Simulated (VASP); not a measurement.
# Ge (Cmmm) in VASP: single point with PBEsol+D3(BJ)

Aim: the single point of Ge with PBEsol+D3(BJ).

Program: VASP 6.6.1. These are calculated values, not measurements. Logs are shortened: lines on timing, memory, paths and dates and some standing lists are left out, and cuts for length are marked.

### Step 1. The cell of the first run

It takes space group Cmmm (No. 65, orthorhombic). The conventional cell has a = 2.794 Å, b = 5.201 Å, c = 2.698 Å, α = 90.00°, β = 90.00°, γ = 90.00°. Ge (site symmetry mmm) has 8 Ge at 2.70 to 2.95 Å within 3.6 Å.

### Step 2. Single point, PBEsol+D3(BJ)

Contents of INCAR:

```
  ALGO = Normal
  EDIFF = 1E-6
  ENCUT = 500
  GGA = PS
  GGA_COMPAT = False
  ISIF = 2
  ISMEAR = -1
  IVDW = 12
  LASPH = True
  LCHARG = False
  LREAL = False
  LWAVE = False
  NBANDS = 13
  NELM = 120
  PREC = Accurate
  SIGMA = 0.1
```

Contents of KPOINTS:

```
k-points
0
Gamma
  14 14 13
```

Contents of POSCAR:

```
Ge
1.0
    1.3971490000     -2.6005160000      0.0000000000
    1.3971490000      2.6005160000      0.0000000000
    0.0000000000      0.0000000000      2.6982310000
Ge
1
Direct
    0.5000000000      0.5000000000      0.0000000000
```

Potentials or basis: VASP PAW PBE potentials, release 64 (Ge_d).

The run is started by

```sh
cat potpaw_PBE.64/Ge_d/POTCAR > POTCAR
mpirun -np 1 vasp_std > vasp.out
```

OUTCAR:

```text
EDIFF = 1E-6
   ENCUT = 500
   GGA = PS
   ISIF = 2
   ISMEAR = -1
   IVDW = 12
   LASPH = True
   LREAL = False
   NELM = 120
   PREC = Accurate
 IVDW          = 12

 ion  position               nearest neighbor table
   1  0.500  0.500  0.000-

  LATTYP: Found a base centered orthorhombic cell.
 ALAT       =     2.7942980000
 B/A-ratio  =     1.8613018368
 C/A-ratio  =     0.9656203454

  Lattice vectors:

 A1 = (   1.3971490000,  -2.6005160000,   0.0000000000)
 A2 = (   1.3971490000,   2.6005160000,   0.0000000000)
 A3 = (   0.0000000000,   0.0000000000,   2.6982310000)

Analysis of symmetry for initial positions (statically):
=====================================================================
 Subroutine PRICEL returns:
 Original cell was already a primitive cell.

 Routine SETGRP: Setting up the symmetry group for a
 base centered orthorhombic supercell.

 Subroutine GETGRP returns: Found  8 space group operations
 (whereof  8 operations were pure point group operations)
 out of a pool of  8 trial point group operations.

The static configuration has the point symmetry D_2h.

Analysis of symmetry for dynamics (positions and initial velocities):
=====================================================================
 Subroutine PRICEL returns:
 Original cell was already a primitive cell.

 Routine SETGRP: Setting up the symmetry group for a
 base centered orthorhombic supercell.

 Subroutine GETGRP returns: Found  8 space group operations
 (whereof  8 operations were pure point group operations)
 out of a pool of  8 trial point group operations.

The dynamic configuration has the point symmetry D_2h.

 Subroutine INISYM returns: Found  8 space group operations
 (whereof  8 operations are pure point group operations),
 and found     1 'primitive' translations

----------------------------------------------------------------------------------------

                                     Primitive cell

  volume of cell :      19.6070

  direct lattice vectors                    reciprocal lattice vectors
     1.397149000 -2.600516000  0.000000000     0.357871637 -0.192269534  0.000000000
     1.397149000  2.600516000  0.000000000     0.357871637  0.192269534  0.000000000
     0.000000000  0.000000000  2.698231000     0.000000000  0.000000000  0.370613191

  length of vectors
     2.952068562  2.952068562  2.698231000     0.406250763  0.406250763  0.370613191

  position of ions in fractional coordinates (direct lattice)
     0.500000000  0.500000000  0.000000000

  ion indices of the primitive-cell ions
   primitive index   ion index
                 1           1

----------------------------------------------------------------------------------------

 KPOINTS: k-points

Automatic generation of k-mesh.
 Grid dimensions read from file:
 generate k-points for:   14   14   13

 Generating k-lattice:

  Cartesian coordinates                     Fractional coordinates (reciprocal lattice)
     0.025562260 -0.013733538  0.000000000     0.071428571  0.000000000  0.000000000
     0.025562260  0.013733538  0.000000000     0.000000000  0.071428571  0.000000000
     0.000000000  0.000000000  0.028508707     0.000000000  0.000000000  0.076923077

  Length of vectors
     0.029017912  0.029017912  0.028508707

  Shift w.r.t. Gamma in fractional coordinates (k-lattice)
     0.000000000  0.000000000  0.000000000

 Subroutine IBZKPT returns following result:
 ===========================================

 Found    399 irreducible k-points:

 Following reciprocal coordinates:
            Coordinates               Weight
  0.000000  0.000000  0.000000      1.000000
  0.071429  0.000000  0.000000      4.000000
  0.142857 -0.000000  0.000000      4.000000
  0.214286  0.000000  0.000000      4.000000
  0.285714  0.000000  0.000000      4.000000
  0.357143 -0.000000  0.000000      4.000000
[... 16 lines left out ...]
  0.214286  0.142857  0.000000      4.000000
  0.285714  0.142857  0.000000      4.000000
 [... further k-points ...]
   k-points           NKPTS =    399   k-points in BZ     NKDIM =    399   number of bands    NBANDS=     13
   number of dos      NEDOS =    301   number of ions     NIONS =      1
   total plane-waves  NPLWV =  11520
   dimension x,y,z NGX =    24 NGY =   24 NGZ =   20
   dimension x,y,z NGXF=    48 NGYF=   48 NGZF=   40
   ions per type =               1
   NGX,Y,Z   is equivalent  to a cutoff of  13.52, 13.52, 12.32 a.u.
   NGXF,Y,Z  is equivalent  to a cutoff of  27.03, 27.03, 24.65 a.u.
 SYSTEM =  unknown system
   PREC   = accura    normal or accurate (medium, high low for compatibility)
   ISTART =      0    job   : 0-new  1-cont  2-samecut
   ICHARG =      2    charge: 1-file 2-atom 10-const
   ISPIN  =      1    spin polarized calculation?
   LNONCOLLINEAR =      F non collinear calculations
   LSORBIT =      F    spin-orbit coupling
   LASPH  =      T    aspherical Exc in radial PAW
   ENCUT  =  500.0 eV  36.75 Ry    6.06 a.u.   5.38  5.38  4.92*2*pi/ulx,y,z
   NELM   =    120;   NELMIN=  2; NELMDL= -5     # of ELM steps
   EDIFF  = 0.1E-05   stopping-criterion for ELM
   LREAL  =      F    real-space projection
   EDIFFG = 0.1E-04   stopping-criterion for IOM
   NSW    =      0    number of steps for IOM
   IBRION =     -1    ionic relax: 0-MD 1-quasi-New 2-CG
   NFREE  =      0    steps in history (QN), initial steepest desc. (CG)
   ISIF   =      2    stress and relaxation
   ISYM   =      2    0-nonsym 1-usesym 2-fastsym
   POTIM  = 0.5000    time-step for ionic-motion
   TEBEG  =    0.0;   TEEND  =   0.0 temperature during run
   PSTRESS=    0.0 pullay stress
   NELECT =      14.0000    total number of electrons
   NUPDOWN=      -1.0000    fix difference up-down
   EMIN   =  10.00;   EMAX   =-10.00  energy-range for DOS
   EFERMI =   0.00;   METHOD = LEGACY
   ISMEAR =    -1;   SIGMA  =   0.10  broadening in eV -4-tet -1-fermi 0-gaus
   EFERMI_NEDOS =   21; number of points for ismear=-14 and -15
   IALGO  =     38    algorithm
   IMIX   =      4    mixing-type and parameters
     AMIX     =   0.40;   BMIX     =  1.00
     AMIX_MAG =   1.60;   BMIX_MAG =  1.00
  volume/ion in A,a.u.               =      19.61       132.31
  Fermi-wavevector in a.u.,A,eV,Ry     =   1.463234  2.765111 29.130796  2.141053
  Thomas-Fermi vector in A             =   2.579353
   LORBIT       =      0    0 simple, 1 ext, 2 COOP (PROOUT), +10 PAW based schemes
   GGA     = PS    functional components
   LHFCALC =     F    Hartree Fock is set to
   AEXX    =    0.0000 exact exchange contribution
   IVDW    =    12    specifies the selected vdW correction
   LEPSILON=     F    determine dielectric tensor
   LRPA    =     F    only Hartree local field effects (RPA)
 non-spin polarized calculation
  energy-cutoff  :      500.00
  volume of cell :       19.61
 maximum number of plane-waves:       513
 NGX is ok and might be reduce to    24
   NGX = 11   NGY = 11   NGZ =  9

 number of electron      14.0000003 magnetization

 Free energy of the ion-electron system (eV)
  ---------------------------------------------------
  ext. energy  EPLUGINS =         0.00000000
  ---------------------------------------------------
  free energy    TOTEN  =        -4.73785594 eV

  energy without entropy =       -4.72272458  energy(sigma->0) =       -4.73029026

 E-fermi :   6.0864     XC(G=0): -11.1876

 val. band max:        6.0533531162   @ k =   0.2143   0.1429   0.1538
 cond. band min:       6.0878616838   @ k =   0.5000   0.2857   0.0000
 fundamental gap:      0.0345085676
 Fermi energy:         6.0863732790

 k-point     1 :       0.0000    0.0000    0.0000
  band No.  band energies     occupation
      1     -18.5891      2.00000
      2     -18.5243      2.00000
      3     -18.4733      2.00000
      4     -18.3737      2.00000
      5     -18.3552      2.00000
      6      -6.7950      2.00000
      7      12.7242      0.00000
      8      13.2030      0.00000
      9      14.7066      0.00000
     10      16.2525      0.00000
     11      18.5496      0.00000
     12      20.9079      0.00000
     13      21.0758      0.00000

 k-point     2 :       0.0714    0.0000    0.0000
  band No.  band energies     occupation
      1     -18.5854      2.00000
      2     -18.5188      2.00000
      3     -18.4740      2.00000
      4     -18.3745      2.00000
      5     -18.3577      2.00000
      6      -6.6712      2.00000
      7      12.6817      0.00000
      8      12.8448      0.00000
      9      13.5953      0.00000
     10      16.5919      0.00000
     11      18.5254      0.00000
     12      19.7290      0.00000
     13      21.7683      0.00000

 k-point     3 :       0.1429   -0.0000    0.0000
  band No.  band energies     occupation
      1     -18.5762      2.00000
      2     -18.5055      2.00000
      3     -18.4731      2.00000
      4     -18.3770      2.00000
      5     -18.3644      2.00000
      6      -6.2998      2.00000
      7      10.8622      0.00000
      8      12.2624      0.00000
      9      13.2020      0.00000
     10      16.6121      0.00000
     11      17.6604      0.00000
     12      20.8309      0.00000
     13      23.6530      0.00000
[... 305 lines left out ...]
 k-point    23 :       0.2143    0.1429    0.0000
  band No.  band energies     occupation
      1     -18.5497      2.00000
      2     -18.4986      2.00000
      3     -18.4172      2.00000
      4     -18.3959      2.00000
      5     -18.3810      2.00000
      6      -4.3729      2.00000
      7       5.6389      1.97747
      8       8.5905      0.00000
      9      14.9380      0.00000
     10      17.3431      0.00000
     11      19.0674      0.00000
     12      21.2816      0.00000
     13      26.5738      0.00000

 k-point    24 :       0.2857    0.1429    0.0000
  band No.  band energies     occupation
      1     -18.5461      2.00000
      2     -18.4946      2.00000
      3     -18.4042      2.00000
      4     -18.3966      2.00000
      5     -18.3838      2.00000
      6      -3.2799      2.00000
      7       3.6439      2.00000
      8       7.6078      0.00000
      9      15.7872      0.00000
     10      17.0895      0.00000
     11      20.2305      0.00000
     12      23.2924      0.00000
     13      24.8687      0.00000

 [... further k-points ...]

------------------------ aborting loop because EDIFF is reached ----------------------------------------

 Edisp (eV)   -0.31359

 E8    (eV) :    -0.2091

  FORCE on cell =-STRESS in cart. coord.  units (eV):
  Direction    XX          YY          ZZ          XY          YZ          ZX
  --------------------------------------------------------------------------------------
  -------------------------------------------------------------------------------------
  Total      -0.68592    -0.92790    -0.94309     0.00000     0.00000     0.00000
  in kB     -56.04927   -75.82306   -77.06445     0.00000     0.00000     0.00000
  external pressure =      -69.65 kB  Pullay stress =        0.00 kB

 VOLUME and BASIS-vectors are now :
 -----------------------------------------------------------------------------
  energy-cutoff  :      500.00
  volume of cell :       19.61
      direct lattice vectors                 reciprocal lattice vectors
     1.397149000 -2.600516000  0.000000000     0.357871637 -0.192269534  0.000000000
     1.397149000  2.600516000  0.000000000     0.357871637  0.192269534  0.000000000
     0.000000000  0.000000000  2.698231000     0.000000000  0.000000000  0.370613191

 POSITION                                       TOTAL-FORCE (eV/Angst)
 -----------------------------------------------------------------------------------
      1.39715      0.00000      0.00000        -0.000000      0.000000      0.000000
 -----------------------------------------------------------------------------------
    total drift:                               -0.000000     -0.000000     -0.000000

  FREE ENERGIE OF THE ION-ELECTRON SYSTEM (eV)
  ---------------------------------------------------
  free  energy   TOTEN  =        -5.0514506886 eV

  energy  without entropy=       -5.0363193310  energy(sigma->0) =       -5.04388501
```

It took 43 s on 1 thread of Intel Xeon Platinum 8375C at 2.90GHz (Ice Lake), shared host; peak memory 0.21 GiB.

Results:

```yaml
Free_energy: -5.0515 eV
Pressure: -7.0 GPa
Band_gap_on_the_k_mesh: zero (bands 7 and 8 overlap by 9.29 eV)
Dispersion_energy_per_atom: -0.314 eV
```

Stress tensor (GPa, compression positive):
```
-5.60  0.00  0.00
 0.00 -7.58  0.00
 0.00  0.00 -7.71
```

Levels at points of the mesh, in eV from the Fermi level:
```csv
k point,band 5,band 6,band 7,band 8,band 9,band 10
"(0.00, 0.00, 0.00)",-24.44,-12.88,6.64,7.12,8.62,10.17
"(0.50, 0.00, 0.00)",-24.46,-7.82,-5.31,3.43,7.45,10.51
"(0.50, 0.50, 0.00)",-24.45,-8.68,-5.52,5.20,9.13,9.84
```

Caveat: three body term missing; the cell stands under tension; the PAW data sets were made with another functional, which shifts forces and pressure a little.
